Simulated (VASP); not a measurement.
Set up this calculation in VASP 6.6.1, as the native input.

| Property | Result |
| --- | --- |
| Task | single point |
| Functional | PBE |
| Potentials or basis | VASP PAW PBE potentials, release 64 (Fe, O) |
| Cutoff | 520 eV |
| k mesh | 5 × 5 × 5 |
| Occupations | fermi-dirac, width 0.05 eV |
| Spin | collinear spin, ferrimagnetic start |
| Starting moments | [4.0, 4.0, 4.0, -4.0, 0.0, 0.0, 0.0, 0.0, 0.0, 0.0] μB |
| Dipole correction | no |
| Further INCAR settings | ALGO = Normal; EDIFF = 1e-06; NBANDS = 49 |

The structure of Fe2O3 (Hematite) lies in POSCAR:

```
Fe2O3
1.0
    2.5190000000      1.4543453300      4.5906666700
   -2.5190000000      1.4543453300      4.5906666700
    0.0000000000     -2.9086906600      4.5906666700
Fe O
4 6
Direct
    0.3553000000      0.3553000000      0.3553000000
    0.1447000000      0.1447000000      0.1447000000
    0.6447000000      0.6447000000      0.6447000000
    0.8553000000      0.8553000000      0.8553000000
    0.5559000000      0.9441000000      0.2500000000
    0.2500000000      0.5559000000      0.9441000000
    0.9441000000      0.2500000000      0.5559000000
    0.4441000000      0.0559000000      0.7500000000
    0.7500000000      0.4441000000      0.0559000000
    0.0559000000      0.7500000000      0.4441000000
```

The input as run:

INCAR

```
  PREC = Accurate
  ENCUT = 520
  EDIFF = 1E-6
  ISMEAR = -1
  SIGMA = 0.05
  LREAL = False
  LASPH = True
  NELM = 150
  ALGO = Normal
  ISIF = 2
  LWAVE = False
  LCHARG = False
  ISPIN = 2
  MAGMOM = 4 4 4 -4 0 0 0 0 0 0
  LORBIT = 11
  LMAXMIX = 4
  GGA = PE
  NBANDS = 49
```

KPOINTS

```
regular mesh
0
Gamma
  5 5 5
```

Potentials or basis: VASP PAW PBE potentials, release 64 (Fe, O).

Command:

```console
$ cat potpaw_PBE.64/Fe/POTCAR potpaw_PBE.64/O/POTCAR > POTCAR
$ mpirun -np 1 vasp_std > vasp.out
```

It gave:

```
Pressure                                              : -0.5 GPa
Largest force                                         : 0.458 eV/Å
Net moment                                            : 8.28 μB per cell
Site moments                                          : Fe +3.57, +3.50, +3.47, -3.36; O +0.09, +0.18 μB
Valence electrons inside the program's atomic spheres : Fe 6.85, 6.84, 6.87; O 4.99, 5.00
```

It took 29 min on 1 thread of AMD EPYC 7R13 (shared host), peak memory 0.35 GiB.
